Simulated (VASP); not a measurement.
# H14CO7 in VASP: single point with r2SCAN+D3(BJ)

Aim: the single point of H14CO7 with r2SCAN+D3(BJ).

All numbers are computed with VASP 6.6.1; they aren't measurements. Logs are shortened: lines on timing, memory, paths and dates and some standing lists are left out, and cuts for length are marked.

### Step 1. The cell of the first run

The cell holds an amorphous packing of atoms, 22 atoms: a = 6.008 Å, b = 6.008 Å, c = 6.008 Å, α = 90.00°, β = 90.00°, γ = 90.00°.

### Step 2. Single point, r2SCAN+D3(BJ)

File POSCAR:

```
H14CO7
1.0
    6.0083220000      0.0000000000      0.0000000000
    0.0000000000      6.0083220000      0.0000000000
    0.0000000000      0.0000000000      6.0083220000
O H C
7 14 1
Direct
    0.8649138944      0.3118048132      0.2356754250
    0.2181265848      0.6006577894      0.1981731878
    0.5803916849      0.6983172657      0.9353922476
   -0.1240747259      0.0645653013      0.8245853104
    0.6908362500      0.7765562561      0.4606324648
    0.4561656849      0.1603649679      0.4156419001
    0.1636180597      0.7435396870      0.6233831983
    0.9872784771      0.4157151124      0.2087263741
    0.8518918132      0.2339777530      0.0944983753
    0.3469750611      0.6439176944      0.1087488442
    0.2292791452      0.6804495327      0.3393952415
    0.6692734115      0.8334863966      0.9315673874
    0.5621722738      0.6657291166      0.7792468887
   -0.1956484547      0.0600965947      0.6805223137
    0.0149837001     -0.0125374437      0.7958870116
    0.7205867337      0.6896806201      0.3293205479
    0.5890596760      0.8950159849      0.4150568748
    0.5591902436      0.2632012660      0.3450896708
    0.3114504312      0.1954661648      0.3553445706
    0.0270658751      0.5780858458      0.8809714585
    0.0261454502      0.4382435543      0.5993071178
    0.0713063304      0.5827662267      0.7020955889
```

File INCAR.step1:

```
SYSTEM = H14CO7
ALGO = Normal ; EDIFF = 1E-4
ENCUT = 520 ; GGA = PE
ISMEAR = -1 ; LASPH = .TRUE.
LCHARG = .FALSE. ; LREAL = Auto
LWAVE = .TRUE. ; NBANDS = 47
NELM = 100 ; PREC = Accurate
SIGMA = 0.05
```

File INCAR.step2:

```
SYSTEM = H14CO7
ALGO = Normal ; EDIFF = 1E-6
ENCUT = 520 ; ISIF = 2
ISMEAR = -1 ; ISTART = 1
IVDW = 12 ; LASPH = .TRUE.
LCHARG = .TRUE. ; LELF = .TRUE.
LMIXTAU = .TRUE. ; LREAL = Auto
LVHAR = .TRUE. ; LWAVE = .FALSE.
METAGGA = R2SCAN ; NBANDS = 47
NELM = 100 ; PREC = Accurate
SIGMA = 0.05 ; VDW_A1 = 0.49484001
VDW_A2 = 5.73083694 ; VDW_S6 = 1.0
VDW_S8 = 0.78981345
```

File KPOINTS:

```
k-points
0
G
  1 1 1
  0 0 0
```

Potentials or basis: VASP PAW PBE potentials, release 64 (O, H, C).

Run with:

```bash
$ cat potpaw_PBE.64/O/POTCAR potpaw_PBE.64/H/POTCAR potpaw_PBE.64/C/POTCAR > POTCAR
$ cp INCAR.step1 INCAR
$ mpirun -np 1 vasp_gam > vasp.out
$ cp INCAR.step2 INCAR
$ mpirun -np 1 vasp_gam > vasp.out
```

OUTCAR:

```text
SYSTEM = H14CO7
   EDIFF = 1E-6
   ENCUT = 520
   ISIF = 2
   ISMEAR = -1
   ISTART = 1
   IVDW = 12
   LASPH = .TRUE.
   LREAL = Auto
   METAGGA = R2SCAN
   NELM = 100
   PREC = Accurate
 IVDW          = 12

 ion  position               nearest neighbor table
   1  0.865  0.312  0.236-   9 0.97   8 0.98
   2  0.218  0.601  0.198-  11 0.98  10 0.98
   3  0.580  0.698  0.935-  13 0.96  12 0.97
   4  0.876  0.065  0.825-  14 0.97  15 0.97
   5  0.691  0.777  0.461-  16 0.96  17 0.98
   6  0.456  0.160  0.416-  19 0.97  18 0.97
   7  0.164  0.744  0.623-  22 1.21
   8  0.987  0.416  0.209-   1 0.98
   9  0.852  0.234  0.094-   1 0.97
  10  0.347  0.644  0.109-   2 0.98
  11  0.229  0.680  0.339-   2 0.98
  12  0.669  0.833  0.932-   3 0.97
  13  0.562  0.666  0.779-   3 0.96
  14  0.804  0.060  0.681-   4 0.97
  15  0.015  0.987  0.796-   4 0.97
  16  0.721  0.690  0.329-   5 0.96
  17  0.589  0.895  0.415-   5 0.98
  18  0.559  0.263  0.345-   6 0.97
  19  0.311  0.195  0.355-   6 0.97
  20  0.027  0.578  0.881-  22 1.11
  21  0.026  0.438  0.599-  22 1.10
  22  0.071  0.583  0.702-  21 1.10  20 1.11   7 1.21

  LATTYP: Found a simple cubic cell.
 ALAT       =     6.0083220000

  Lattice vectors:

 A1 = (   6.0083220000,   0.0000000000,   0.0000000000)
 A2 = (   0.0000000000,   6.0083220000,   0.0000000000)
 A3 = (   0.0000000000,   0.0000000000,   6.0083220000)

Analysis of symmetry for initial positions (statically):
=====================================================================
 Subroutine PRICEL returns:
 Original cell was already a primitive cell.

 Routine SETGRP: Setting up the symmetry group for a
 simple cubic supercell.

 Subroutine GETGRP returns: Found  1 space group operations
 (whereof  1 operations were pure point group operations)
 out of a pool of 48 trial point group operations.

The static configuration has the point symmetry C_1 .

Analysis of symmetry for dynamics (positions and initial velocities):
=====================================================================
 Subroutine PRICEL returns:
 Original cell was already a primitive cell.

 Routine SETGRP: Setting up the symmetry group for a
 simple cubic supercell.

 Subroutine GETGRP returns: Found  1 space group operations
 (whereof  1 operations were pure point group operations)
 out of a pool of 48 trial point group operations.

The dynamic configuration has the point symmetry C_1 .

 Subroutine INISYM returns: Found  1 space group operations
 (whereof  1 operations are pure point group operations),
 and found     1 'primitive' translations

----------------------------------------------------------------------------------------

                                     Primitive cell

  volume of cell :     216.9000

  direct lattice vectors                    reciprocal lattice vectors
     6.008322000  0.000000000  0.000000000     0.166435820  0.000000000  0.000000000
     0.000000000  6.008322000  0.000000000     0.000000000  0.166435820  0.000000000
     0.000000000  0.000000000  6.008322000     0.000000000  0.000000000  0.166435820

  length of vectors
     6.008322000  6.008322000  6.008322000     0.166435820  0.166435820  0.166435820

  position of ions in fractional coordinates (direct lattice)
     0.864913894  0.311804813  0.235675425
     0.218126585  0.600657789  0.198173188
     0.580391685  0.698317266  0.935392248
     0.875925274  0.064565301  0.824585310
     0.690836250  0.776556256  0.460632465
     0.456165685  0.160364968  0.415641900
[... 14 lines left out ...]
     0.026145450  0.438243554  0.599307118
     0.071306330  0.582766227  0.702095589

  ion indices of the primitive-cell ions
   primitive index   ion index
                 1           1
                 2           2
                 3           3
                 4           4
                 5           5
                 6           6
[... 14 lines left out ...]
                21          21
                22          22

----------------------------------------------------------------------------------------

 KPOINTS: k-points

Automatic generation of k-mesh.
 Grid dimensions read from file:
 generate k-points for:    1    1    1

 Generating k-lattice:

  Cartesian coordinates                     Fractional coordinates (reciprocal lattice)
     0.166435820  0.000000000  0.000000000     1.000000000  0.000000000  0.000000000
     0.000000000  0.166435820  0.000000000     0.000000000  1.000000000  0.000000000
     0.000000000  0.000000000  0.166435820     0.000000000  0.000000000  1.000000000

  Length of vectors
     0.166435820  0.166435820  0.166435820

  Shift w.r.t. Gamma in fractional coordinates (k-lattice)
     0.000000000  0.000000000  0.000000000

 Subroutine IBZKPT returns following result:
 ===========================================

 Found      1 irreducible k-points:

 Following reciprocal coordinates:
            Coordinates               Weight
  0.000000  0.000000  0.000000      1.000000
   k-points           NKPTS =      1   k-points in BZ     NKDIM =      1   number of bands    NBANDS=     47
   number of dos      NEDOS =    301   number of ions     NIONS =     22
   total plane-waves  NPLWV = 110592
   dimension x,y,z NGX =    48 NGY =   48 NGZ =   48
   dimension x,y,z NGXF=    96 NGYF=   96 NGZF=   96
   ions per type =               7  14   1
   NGX,Y,Z   is equivalent  to a cutoff of  13.28, 13.28, 13.28 a.u.
   NGXF,Y,Z  is equivalent  to a cutoff of  26.56, 26.56, 26.56 a.u.
 SYSTEM =  H14CO7
   PREC   = accura    normal or accurate (medium, high low for compatibility)
   ISTART =      1    job   : 0-new  1-cont  2-samecut
   ICHARG =      0    charge: 1-file 2-atom 10-const
   ISPIN  =      1    spin polarized calculation?
   LNONCOLLINEAR =      F non collinear calculations
   LSORBIT =      F    spin-orbit coupling
   LASPH  =      T    aspherical Exc in radial PAW
   ENCUT  =  520.0 eV  38.22 Ry    6.18 a.u.  11.17 11.17 11.17*2*pi/ulx,y,z
   NELM   =    100;   NELMIN=  2; NELMDL=  0     # of ELM steps
   EDIFF  = 0.1E-05   stopping-criterion for ELM
   LREAL  =      T    real-space projection
   EDIFFG = 0.1E-04   stopping-criterion for IOM
   NSW    =      0    number of steps for IOM
   IBRION =     -1    ionic relax: 0-MD 1-quasi-New 2-CG
   NFREE  =      0    steps in history (QN), initial steepest desc. (CG)
   ISIF   =      2    stress and relaxation
   ISYM   =      2    0-nonsym 1-usesym 2-fastsym
   POTIM  = 0.5000    time-step for ionic-motion
   TEBEG  =    0.0;   TEEND  =   0.0 temperature during run
   PSTRESS=    0.0 pullay stress
   NELECT =      60.0000    total number of electrons
   NUPDOWN=      -1.0000    fix difference up-down
   EMIN   =  10.00;   EMAX   =-10.00  energy-range for DOS
   EFERMI =   0.00;   METHOD = LEGACY
   ISMEAR =    -1;   SIGMA  =   0.05  broadening in eV -4-tet -1-fermi 0-gaus
   EFERMI_NEDOS =   21; number of points for ismear=-14 and -15
   IALGO  =     38    algorithm
   IMIX   =      4    mixing-type and parameters
     AMIX     =   0.40;   BMIX     =  1.00
     AMIX_MAG =   1.60;   BMIX_MAG =  1.00
  volume/ion in A,a.u.               =       9.86        66.53
  Fermi-wavevector in a.u.,A,eV,Ry     =   1.066691  2.015754 15.481119  1.137830
  Thomas-Fermi vector in A             =   2.202284
   LORBIT       =      0    0 simple, 1 ext, 2 COOP (PROOUT), +10 PAW based schemes
   METAGGA = R2SCAN    functional components
   LHFCALC =     F    Hartree Fock is set to
   AEXX    =    0.0000 exact exchange contribution
   IVDW    =    12    specifies the selected vdW correction
   LEPSILON=     F    determine dielectric tensor
   LRPA    =     F    only Hartree local field effects (RPA)
 non-spin polarized calculation
  energy-cutoff  :      520.00
  volume of cell :      216.90
 maximum number of plane-waves:      2872
 NGX is ok and might be reduce to    48
   NGX = 23   NGY = 23   NGZ = 23

 number of electron      59.9999998 magnetization

 Free energy of the ion-electron system (eV)
  ---------------------------------------------------
  ext. energy  EPLUGINS =         0.00000000
  ---------------------------------------------------
  free energy    TOTEN  =      -118.78023995 eV

  energy without entropy =     -118.78023995  energy(sigma->0) =     -118.78023995

 E-fermi :  -2.3506     XC(G=0):  -7.3488

 val. band max:       -3.6318847831   @ k =   0.0000   0.0000   0.0000
 cond. band min:       0.7599762932   @ k =   0.0000   0.0000   0.0000
 fundamental gap:      4.3918610763
 Fermi energy:        -2.3506339858

 k-point     1 :       0.0000    0.0000    0.0000
  band No.  band energies     occupation
      1     -25.3329      2.00000
      2     -23.8595      2.00000
      3     -23.4812      2.00000
      4     -23.3388      2.00000
      5     -23.0370      2.00000
      6     -22.9049      2.00000
[... 34 lines left out ...]
     41       8.0416      0.00000
     42       8.3015      0.00000
 [bands above 42 left out]

------------------------ aborting loop because EDIFF is reached ----------------------------------------

 Edisp (eV)   -0.40997

 E8    (eV) :    -0.0609

  FORCE on cell =-STRESS in cart. coord.  units (eV):
  Direction    XX          YY          ZZ          XY          YZ          ZX
  --------------------------------------------------------------------------------------
  -------------------------------------------------------------------------------------
  Total      -0.80813    -0.18853     0.32807     0.44416    -0.25618     0.50137
  in kB      -5.96942    -1.39264     2.42336     3.28091    -1.89236     3.70346
  external pressure =       -1.65 kB  Pullay stress =        0.00 kB

 VOLUME and BASIS-vectors are now :
 -----------------------------------------------------------------------------
  energy-cutoff  :      520.00
  volume of cell :      216.90
      direct lattice vectors                 reciprocal lattice vectors
     6.008322000  0.000000000  0.000000000     0.166435820  0.000000000  0.000000000
     0.000000000  6.008322000  0.000000000     0.000000000  0.166435820  0.000000000
     0.000000000  0.000000000  6.008322000     0.000000000  0.000000000  0.166435820

 POSITION                                       TOTAL-FORCE (eV/Angst)
 -----------------------------------------------------------------------------------
      5.19668      1.87342      1.41601        -0.001653      0.015377     -0.083629
      1.31057      3.60895      1.19069        -0.051550     -0.054760      0.019906
      3.48718      4.19571      5.62014        -0.091560     -0.090801      0.163168
      5.26284      0.38793      4.95437        -0.004336      0.029063      0.144873
      4.15077      4.66580      2.76763        -0.014584      0.035352      0.052403
      2.74079      0.96352      2.49731        -0.037158     -0.062981      0.016554
[... 14 lines left out ...]
      0.15709      2.63311      3.60083         0.066859     -0.096340     -0.043570
      0.42843      3.50145      4.21842        -0.525266     -0.496885      0.471797
 -----------------------------------------------------------------------------------
    total drift:                                0.005550      0.004711      0.004288

  FREE ENERGIE OF THE ION-ELECTRON SYSTEM (eV)
  ---------------------------------------------------
  free  energy   TOTEN  =      -119.1902134867 eV

  energy  without entropy=     -119.1902134867  energy(sigma->0) =     -119.19021349
```

Run time: 98 s. Hardware: 1 thread of AMD EPYC 7R43 (Zen 3), shared host; peak memory 0.29 GiB.

Results:

| Quantity | Value |
| --- | --- |
| Free energy | -119.1902 eV |
| Pressure | -0.2 GPa |
| Largest force | 0.863 eV/Å |
| Band gap on the k mesh | 4.39 eV |
| Dispersion energy per atom | -0.019 eV |

Forces in eV/Å, atoms in the order of the input:
```
O   -0.002  0.015 -0.084
O   -0.052 -0.055  0.020
O   -0.092 -0.091  0.163
O   -0.004  0.029  0.145
O   -0.015  0.035  0.052
O   -0.037 -0.063  0.017
O    0.377  0.567 -0.320
H    0.092  0.137  0.105
H   -0.088 -0.109 -0.059
H    0.112 -0.015 -0.158
H   -0.071  0.038  0.155
H    0.083  0.144  0.040
H   -0.034 -0.063 -0.206
H   -0.145  0.023 -0.146
H    0.130 -0.061  0.020
H    0.086 -0.146 -0.073
H   -0.096  0.144  0.047
H    0.184  0.029 -0.020
H   -0.050  0.033  0.006
H    0.080  0.000 -0.133
H    0.067 -0.096 -0.044
C   -0.525 -0.497  0.472
```

Stress tensor (GPa, compression positive):
```
-0.60  0.33  0.37
 0.33 -0.14 -0.19
 0.37 -0.19  0.24
```

Caveat: the k points lie up to 1.05 Å⁻¹ apart; the PAW data sets were made with another functional, which shifts forces and pressure a little.
